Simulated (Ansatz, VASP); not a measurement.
**One calculation of HfO2, two programs**

File INCAR:

```
ALGO = Normal ; EDIFF = 1E-7
ENCUT = 520 ; GGA = PE
ISIF = 2 ; ISMEAR = 0
LASPH = True ; LCHARG = False
LREAL = False ; LWAVE = False
NBANDS = 18 ; NELM = 100
PREC = Accurate ; SIGMA = 0.01
```

KPOINTS

```
k-points
0
Gamma
  8 8 8
```

The input POSCAR:

```
HfO2
1.0
    0.0000000000      2.5656857616      2.5656857616
    2.5656857616      0.0000000000      2.5656857616
    2.5656857616      2.5656857616      0.0000000000
Hf O
1 2
Direct
    0.0000000000      0.0000000000      0.0000000000
    0.2500000000      0.2500000000      0.2500000000
    0.7500000000      0.7500000000      0.7500000000
```

Input for Ansatz:

```yaml
crystal:
  lattice:
    - [0.0, 2.5656857616, 2.5656857616]
    - [2.5656857616, 0.0, 2.5656857616]
    - [2.5656857616, 2.5656857616, 0.0]
  atoms:
    - { symbol: Hf, position: [0.0, 0.0, 0.0] }
    - { symbol: O, position: [0.25, 0.25, 0.25] }
    - { symbol: O, position: [0.75, 0.75, 0.75] }
basis:
  ecutwfc: 420
kpoints:
  mp_grid: { grid: [8, 8, 8] }
hamiltonian:
  xc: pbe
scf:
  occupations: { method: fixed }
output:
  forces: true
  stress: true
  eigenvalues: true
```

Alike in both runs: task single point; functional PBE; k mesh 8 × 8 × 8; no spin polarisation.

```csv
,VASP,Ansatz
version,VASP 6.6.1,Ansatz 0.2.0
potentials or method,"VASP PAW PBE potentials, release 64 (Hf_pv, O), cutoff 520 eV","scalar-relativistic, plane waves, PAW"
occupations,"gaussian, width 0.01 eV",fixed
valence electrons in the cell,22,38
```

Ansatz gave:

| Quantity | Value |
| --- | --- |
| gap on the k mesh at the Fermi level (eV) | 3.70 |
| least direct gap on the mesh (eV) | 3.70 |
| pressure (GPa) | -4.7 |

Task: Estimate VASP's values.

Result: gap on the k mesh at the Fermi level (eV): 3.70; least direct gap on the mesh (eV): 3.70; pressure (GPa): -8.1.

VASP's potentials hold 22 valence electrons a cell and Ansatz's 38, so a difference there can come from the potentials and not from the codes.

Neither program's run includes spin-orbit coupling.
